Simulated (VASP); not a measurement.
# Eu (Im-3m) in VASP: single point with PBE

Aim: the single point of Eu with PBE.

Program: VASP 6.6.1. These are calculated values, not measurements. Logs are shortened: lines on timing, memory, paths and dates and some standing lists are left out, and cuts for length are marked.

## 1. The cell of the first run

It takes space group Im-3m (No. 229, cubic). The conventional cell has a = 4.584 Å, b = 4.584 Å, c = 4.584 Å, α = 90.00°, β = 90.00°, γ = 90.00°. Eu (site symmetry m-3m) has 14 Eu at 3.97 to 4.58 Å within 5.2 Å.

## 2. Single point, PBE, collinear spin, ferromagnetic start

Contents of INCAR:

```
SYSTEM = Eu
  PREC = Accurate
  ENCUT = 520
  EDIFF = 1E-7
  ISMEAR = 0
  SIGMA = 0.09
  LREAL = .False.
  LASPH = .True.
  NELM = 150
  ALGO = Normal
  ISIF = 2
  LWAVE = .False.
  LCHARG = .False.
  ISPIN = 2
  MAGMOM = 7.78 7.78
  LORBIT = 11
  LMAXMIX = 6
  GGA = PE
  NBANDS = 28
```

Contents of KPOINTS:

```
Automatic mesh
0
Gamma
  7 4 7
  0 0 0
```

Contents of POSCAR:

```
Eu
1.0
    0.0000000000      0.0000000000     -4.5844624600
    4.5844624600     -4.5844624600      0.0000000000
   -2.2922312300     -2.2922312300      2.2922312300
Eu
2
Direct
    0.0000000000      0.0000000000      0.0000000000
    0.5000000000      0.5000000000      0.0000000000
```

Potentials or basis: VASP PAW PBE potentials, release 64 (Eu).

Command:

```bash
$ cat potpaw_PBE.64/Eu/POTCAR > POTCAR
$ mpirun -np 1 vasp_std > vasp.out
```

OUTCAR:

```text
SYSTEM = Eu
   PREC = Accurate
   ENCUT = 520
   EDIFF = 1E-7
   ISMEAR = 0
   LREAL = .False.
   LASPH = .True.
   NELM = 150
   ISIF = 2
   ISPIN = 2
   LORBIT = 11
   GGA = PE

 ion  position               nearest neighbor table
   1  0.000  0.000  0.000-
   2  0.500  0.500  0.000-

  LATTYP: Found a base centered orthorhombic cell.
 ALAT       =     4.5844624600
 B/A-ratio  =     1.4142135624
 C/A-ratio  =     1.4142135624

  Lattice vectors:

 A1 = (   2.2922312300,   2.2922312300,   2.2922312300)
 A2 = (  -2.2922312300,  -2.2922312300,   2.2922312300)
 A3 = (   4.5844624600,  -4.5844624600,   0.0000000000)

Analysis of symmetry for initial positions (statically):
=====================================================================
 Subroutine PRICEL returns following result:

  LATTYP: Found a body centered cubic cell.
 ALAT       =     4.5844624600

  Lattice vectors:

 A1 = (   2.2922312300,   2.2922312300,  -2.2922312300)
 A2 = (   2.2922312300,  -2.2922312300,   2.2922312300)
 A3 = (  -2.2922312300,  -2.2922312300,  -2.2922312300)

   2 primitive cells build up your supercell.

 Routine SETGRP: Setting up the symmetry group for a
 base centered orthorhombic supercell.

 Subroutine GETGRP returns: Found  8 space group operations
 (whereof  8 operations were pure point group operations)
 out of a pool of  8 trial point group operations.

The static configuration has the point symmetry D_2h.

Analysis of symmetry for dynamics (positions and initial velocities):
=====================================================================
 Subroutine PRICEL returns following result:

  LATTYP: Found a body centered cubic cell.
 ALAT       =     4.5844624600

  Lattice vectors:

 A1 = (   2.2922312300,   2.2922312300,  -2.2922312300)
 A2 = (   2.2922312300,  -2.2922312300,   2.2922312300)
 A3 = (  -2.2922312300,  -2.2922312300,  -2.2922312300)

   2 primitive cells build up your supercell.

 Routine SETGRP: Setting up the symmetry group for a
 base centered orthorhombic supercell.

 Subroutine GETGRP returns: Found  8 space group operations
 (whereof  8 operations were pure point group operations)
 out of a pool of  8 trial point group operations.

The dynamic configuration has the point symmetry D_2h.

Analysis of structural, dynamic, and magnetic symmetry:
=====================================================================
 Subroutine PRICEL returns following result:

  LATTYP: Found a body centered cubic cell.
 ALAT       =     4.5844624600

  Lattice vectors:

 A1 = (   2.2922312300,   2.2922312300,  -2.2922312300)
 A2 = (   2.2922312300,  -2.2922312300,   2.2922312300)
 A3 = (  -2.2922312300,  -2.2922312300,  -2.2922312300)

   2 primitive cells build up your supercell.

 Routine SETGRP: Setting up the symmetry group for a
 base centered orthorhombic supercell.

 Subroutine GETGRP returns: Found  8 space group operations
 (whereof  8 operations were pure point group operations)
 out of a pool of  8 trial point group operations.

The overall configuration has the point symmetry D_2h.

 Subroutine INISYM returns: Found  8 space group operations
 (whereof  8 operations are pure point group operations),
 and found     2 'primitive' translations

----------------------------------------------------------------------------------------

                                     Primitive cell

  volume of cell :      48.1765

  direct lattice vectors                    reciprocal lattice vectors
     2.292231230  2.292231230 -2.292231230     0.218128081  0.000000000 -0.218128081
     2.292231230 -2.292231230  2.292231230     0.218128081 -0.218128081  0.000000000
    -2.292231230 -2.292231230 -2.292231230     0.000000000 -0.218128081 -0.218128081

  length of vectors
     3.970260953  3.970260953  3.970260953     0.308479691  0.308479691  0.308479691

  position of ions in fractional coordinates (direct lattice)
     0.000000000  0.000000000  0.000000000

  ion indices of the primitive-cell ions
   primitive index   ion index
                 1           1

----------------------------------------------------------------------------------------

 KPOINTS: Automatic mesh

Automatic generation of k-mesh.
 Grid dimensions read from file:
 generate k-points for:    7    4    7

 Generating k-lattice:

  Cartesian coordinates                     Fractional coordinates (reciprocal lattice)
    -0.015580577 -0.015580577 -0.031161154     0.142857143  0.000000000  0.000000000
     0.027266010 -0.027266010  0.000000000     0.000000000  0.250000000  0.000000000
    -0.031161154 -0.031161154  0.000000000     0.000000000  0.000000000  0.142857143

  Length of vectors
     0.038164464  0.038559961  0.044068527

  Shift w.r.t. Gamma in fractional coordinates (k-lattice)
     0.000000000  0.000000000  0.000000000

 Subroutine IBZKPT returns following result:
 ===========================================

 Found     48 irreducible k-points:

 Following reciprocal coordinates:
            Coordinates               Weight
  0.000000  0.000000  0.000000      1.000000
  0.142857  0.000000  0.000000      4.000000
  0.285714  0.000000  0.000000      4.000000
  0.428571  0.000000  0.000000      4.000000
  0.000000  0.250000  0.000000      2.000000
  0.142857  0.250000  0.000000      8.000000
[... 16 lines left out ...]
 -0.428571  0.250000  0.142857      8.000000
 -0.285714  0.250000  0.142857      4.000000
 [... further k-points ...]
   k-points           NKPTS =     48   k-points in BZ     NKDIM =     48   number of bands    NBANDS=     28
   number of dos      NEDOS =    301   number of ions     NIONS =      2
   total plane-waves  NPLWV =  51840
   dimension x,y,z NGX =    36 NGY =   48 NGZ =   30
   dimension x,y,z NGXF=    72 NGYF=   96 NGZF=   60
   ions per type =               2
   NGX,Y,Z   is equivalent  to a cutoff of  13.05, 12.31, 12.56 a.u.
   NGXF,Y,Z  is equivalent  to a cutoff of  26.11, 24.62, 25.12 a.u.
 SYSTEM =  Eu
   PREC   = accura    normal or accurate (medium, high low for compatibility)
   ISTART =      0    job   : 0-new  1-cont  2-samecut
   ICHARG =      2    charge: 1-file 2-atom 10-const
   ISPIN  =      2    spin polarized calculation?
   LNONCOLLINEAR =      F non collinear calculations
   LSORBIT =      F    spin-orbit coupling
   LASPH  =      T    aspherical Exc in radial PAW
   ENCUT  =  520.0 eV  38.22 Ry    6.18 a.u.   8.52 12.05  7.38*2*pi/ulx,y,z
   NELM   =    150;   NELMIN=  2; NELMDL= -5     # of ELM steps
   EDIFF  = 0.1E-06   stopping-criterion for ELM
   LREAL  =      F    real-space projection
   EDIFFG = 0.1E-05   stopping-criterion for IOM
   NSW    =      0    number of steps for IOM
   IBRION =     -1    ionic relax: 0-MD 1-quasi-New 2-CG
   NFREE  =      0    steps in history (QN), initial steepest desc. (CG)
   ISIF   =      2    stress and relaxation
   ISYM   =      2    0-nonsym 1-usesym 2-fastsym
   POTIM  = 0.5000    time-step for ionic-motion
   TEBEG  =    0.0;   TEEND  =   0.0 temperature during run
   PSTRESS=    0.0 pullay stress
   NELECT =      34.0000    total number of electrons
   NUPDOWN=      -1.0000    fix difference up-down
   EMIN   =  10.00;   EMAX   =-10.00  energy-range for DOS
   EFERMI =   0.00;   METHOD = LEGACY
   ISMEAR =     0;   SIGMA  =   0.09  broadening in eV -4-tet -1-fermi 0-gaus
   EFERMI_NEDOS =   21; number of points for ismear=-14 and -15
   IALGO  =     38    algorithm
   IMIX   =      4    mixing-type and parameters
     AMIX     =   0.40;   BMIX     =  1.00
     AMIX_MAG =   1.60;   BMIX_MAG =  1.00
  volume/ion in A,a.u.               =      48.18       325.11
  Fermi-wavevector in a.u.,A,eV,Ry     =   1.156856  2.186141 18.208899  1.338316
  Thomas-Fermi vector in A             =   2.293473
   LORBIT       =     11    0 simple, 1 ext, 2 COOP (PROOUT), +10 PAW based schemes
   GGA     = PE    functional components
   LHFCALC =     F    Hartree Fock is set to
   AEXX    =    0.0000 exact exchange contribution
   IVDW    =     0    specifies the selected vdW correction
   LEPSILON=     F    determine dielectric tensor
   LRPA    =     F    only Hartree local field effects (RPA)
 spin polarized calculation
 Gauss-broadening in eV      SIGMA  =   0.09
  energy-cutoff  :      520.00
  volume of cell :       96.35
 maximum number of plane-waves:      2632
 NGX is ok and might be reduce to    36
   NGX = 17   NGY = 25   NGZ = 15

 number of electron      34.0000006 magnetization      14.6500248

 Free energy of the ion-electron system (eV)
  ---------------------------------------------------
  ext. energy  EPLUGINS =         0.00000000
  ---------------------------------------------------
  free energy    TOTEN  =       -22.80587654 eV

  energy without entropy =      -22.79243022  energy(sigma->0) =      -22.79915338

 E-fermi :   1.6345     XC(G=0):  -8.2990

 val. band max:        1.6341412225   @ k =   0.2857   0.5000   0.2857
 cond. band min:       1.6573998289   @ k =   0.0000   0.2500   0.4286
 fundamental gap:      0.0232586064
 Fermi energy:         1.6345413012

 spin component 1

 k-point     1 :       0.0000    0.0000    0.0000
  band No.  band energies     occupation
      1     -40.1199      1.00000
      2     -40.1011      1.00000
      3     -19.0450      1.00000
      4     -18.8590      1.00000
      5     -18.7645      1.00000
      6     -18.7633      1.00000
[... 20 lines left out ...]
     27       3.3501      0.00000
     28       3.3546      0.00000

 k-point     2 :       0.1429    0.0000    0.0000
  band No.  band energies     occupation
      1     -40.1172      1.00000
      2     -40.1003      1.00000
      3     -19.0270      1.00000
      4     -18.8763      1.00000
      5     -18.8061      1.00000
      6     -18.7815      1.00000
[... 20 lines left out ...]
     27       3.1644      0.00000
     28       3.2006      0.00000

 k-point     3 :       0.2857    0.0000    0.0000
  band No.  band energies     occupation
      1     -40.1106      1.00000
      2     -40.0989      1.00000
      3     -18.9787      1.00000
      4     -18.9365      1.00000
      5     -18.9010      1.00000
      6     -18.8027      1.00000
[... 616 lines left out ...]
      3     -18.9877      1.00000
      4     -18.9570      1.00000
      5     -18.8763      1.00000
      6     -18.8429      1.00000
[... 20 lines left out ...]
     27       2.3100      0.00000
     28       2.6992      0.00000

 k-point    24 :      -0.2857    0.2500    0.1429
  band No.  band energies     occupation
      1     -40.1111      1.00000
      2     -40.1023      1.00000
      3     -18.9902      1.00000
      4     -18.8903      1.00000
      5     -18.8511      1.00000
      6     -18.8125      1.00000
[... 20 lines left out ...]
     27       2.7307      0.00000
     28       2.8141      0.00000

 [... further k-points ...]

 spin component 2

 k-point     1 :       0.0000    0.0000    0.0000
  band No.  band energies     occupation
      1     -36.9748      1.00000
      2     -36.9498      1.00000
      3     -16.7964      1.00000
      4     -16.5546      1.00000
      5     -16.4347      1.00000
      6     -16.4329      1.00000
[... 20 lines left out ...]
     27       6.1556      0.00000
     28       6.2070      0.00000

 k-point     2 :       0.1429    0.0000    0.0000
  band No.  band energies     occupation
      1     -36.9713      1.00000
      2     -36.9487      1.00000
      3     -16.7731      1.00000
      4     -16.5775      1.00000
      5     -16.4887      1.00000
      6     -16.4566      1.00000
[... 20 lines left out ...]
     27       6.1227      0.00000
     28       6.1245      0.00000

 k-point     3 :       0.2857    0.0000    0.0000
  band No.  band energies     occupation
      1     -36.9625      1.00000
      2     -36.9468      1.00000
      3     -16.7106      1.00000
      4     -16.6561      1.00000
      5     -16.6112      1.00000
      6     -16.4829      1.00000
[... 616 lines left out ...]
      3     -16.7227      1.00000
      4     -16.6837      1.00000
      5     -16.5782      1.00000
      6     -16.5337      1.00000
[... 20 lines left out ...]
     27       6.1363      0.00000
     28       6.1562      0.00000

 k-point    24 :      -0.2857    0.2500    0.1429
  band No.  band energies     occupation
      1     -36.9632      1.00000
      2     -36.9513      1.00000
      3     -16.7258      1.00000
      4     -16.5979      1.00000
      5     -16.5464      1.00000
      6     -16.4966      1.00000
[... 20 lines left out ...]
     27       6.1202      0.00000
     28       6.1205      0.00000

 [... further k-points ...]

------------------------ aborting loop because EDIFF is reached ----------------------------------------

  FORCE on cell =-STRESS in cart. coord.  units (eV):
  Direction    XX          YY          ZZ          XY          YZ          ZX
  --------------------------------------------------------------------------------------
  -------------------------------------------------------------------------------------
  Total       -1.0004122     -1.0004122     -1.0287146     -0.0011457      0.0000000      0.0000000
  in kB      -16.6350570    -16.6350570    -17.1056752     -0.0190503      0.0000000      0.0000000
  external PRESSURE =     -16.7919297 kB  Pullay stress =       0.0000000 kB

 VOLUME and BASIS-vectors are now :
 -----------------------------------------------------------------------------
  energy-cutoff  :      520.00
  volume of cell :       96.35
      direct lattice vectors                 reciprocal lattice vectors
     0.000000000  0.000000000 -4.584462460    -0.109064041 -0.109064041 -0.218128081
     4.584462460 -4.584462460  0.000000000     0.109064041 -0.109064041  0.000000000
    -2.292231230 -2.292231230  2.292231230    -0.218128081 -0.218128081  0.000000000

 POSITION                                       TOTAL-FORCE (eV/Angst)
 -----------------------------------------------------------------------------------
      0.00000      0.00000      0.00000         0.000000      0.000000     -0.000000
      2.29223     -2.29223     -2.29223        -0.000000      0.000000      0.000000
 -----------------------------------------------------------------------------------
    total drift:                                0.000000     -0.000000      0.000000

  FREE ENERGIE OF THE ION-ELECTRON SYSTEM (eV)
  ---------------------------------------------------
  free  energy   TOTEN  =       -22.8058765447 eV

  energy  without entropy=      -22.7924302243  energy(sigma->0) =      -22.79915338

 total charge

# of ion       s       p       d       f       tot
--------------------------------------------------
    1        2.080   5.719   0.237   6.683  14.718
    2        2.080   5.719   0.237   6.683  14.718
--------------------------------------------------
tot          4.159  11.438   0.473  13.365  29.436

 magnetization (x)

# of ion       s       p       d       f       tot
--------------------------------------------------
    1       -0.005  -0.099   0.118   6.681   6.695
    2       -0.005  -0.099   0.118   6.681   6.695
--------------------------------------------------
tot         -0.011  -0.198   0.236  13.362  13.390
```

Run time: 4.4 min. Hardware: 1 thread of Intel Xeon Platinum 8559C (Emerald Rapids), shared host; peak memory 0.4 GiB.

What came out:

- Free energy: -22.8059 eV
- Pressure: -1.7 GPa
- Net moment: 14.65 μB per cell
- Site moments: Eu +6.70 μB
- Valence electrons inside the program's atomic spheres: Eu 14.72

Caveat: spin-orbit coupling is left out, which moves the levels of the heavy elements. The state reached can hang on the start; a lower one may exist.
